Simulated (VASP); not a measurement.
Input of a VASP 6.6.1 run:

File INCAR:

```
SYSTEM = PdPt3Se8
ALGO = Normal
EDIFF = 1E-6
ENCUT = 500
GGA = PE
GGA_COMPAT = .FALSE.
ISIF = 2
ISMEAR = 0
LASPH = .TRUE.
LCHARG = .TRUE.
LELF = .TRUE.
LREAL = .FALSE.
LVHAR = .TRUE.
LWAVE = .FALSE.
NBANDS = 56
NELM = 120
PREC = Accurate
SIGMA = 0.1
```

Contents of KPOINTS:

```
k-points
0
G
  6 6 1
  0 0 0
```

POSCAR

```
PdPt3Se8
1.0
    3.7515632375      0.0000000000      0.0000000000
   -1.8757816187      3.2489490676      0.0000000000
    0.0000000000      0.0000000000     25.0014483000
Pd Pt Se
1 3 8
Direct
    0.0000000000      0.0000000000      0.0000000000
    0.0000000000      0.0000000000      0.2446150000
    0.0000000000      0.0000000000      0.5000000000
    0.0000000000      0.0000000000      0.7553850000
    0.3333333333      0.6666666667      0.0520910000
    0.3333333333      0.6666666667      0.2969270000
    0.3333333333      0.6666666667      0.5522660000
    0.3333333333      0.6666666667      0.8076300000
    0.6666666667      0.3333333333      0.1923700000
    0.6666666667      0.3333333333      0.4477340000
    0.6666666667      0.3333333333      0.7030730000
    0.6666666667      0.3333333333      0.9479090000
```

Potentials or basis: VASP PAW PBE potentials, release 64 (Pd, Pt, Se).

Run with:

```sh
$ cat potpaw_PBE.64/Pd/POTCAR potpaw_PBE.64/Pt/POTCAR potpaw_PBE.64/Se/POTCAR > POTCAR
$ mpirun -np 1 vasp_std > vasp.out
```

**Question.** Predict the largest force.

**Answer.** 0.012 eV/Å.

**Question.** Predict the band gap on the k mesh.

**Answer.** 0.75 eV (least direct gap 0.86 eV).

**Question.** Predict the pressure.

**Answer.** 0.0 GPa.

Forces in eV/Å, atoms in the order of the input:
```
Pd   0.000  0.000  0.000
Pt   0.000  0.000 -0.003
Pt   0.000  0.000  0.000
Pt   0.000  0.000  0.003
Se   0.000  0.000 -0.006
Se   0.000  0.000 -0.009
Se   0.000  0.000 -0.012
Se   0.000  0.000 -0.008
Se   0.000  0.000  0.008
Se   0.000  0.000  0.012
Se   0.000  0.000  0.009
Se   0.000  0.000  0.006
```

Caveat: spin-orbit coupling is left out, which moves the levels of the heavy elements; this functional lacks dispersion, which binds layers or chains, so the pressure and a relaxed spacing across them are unreliable. A k mesh can miss the band edges.
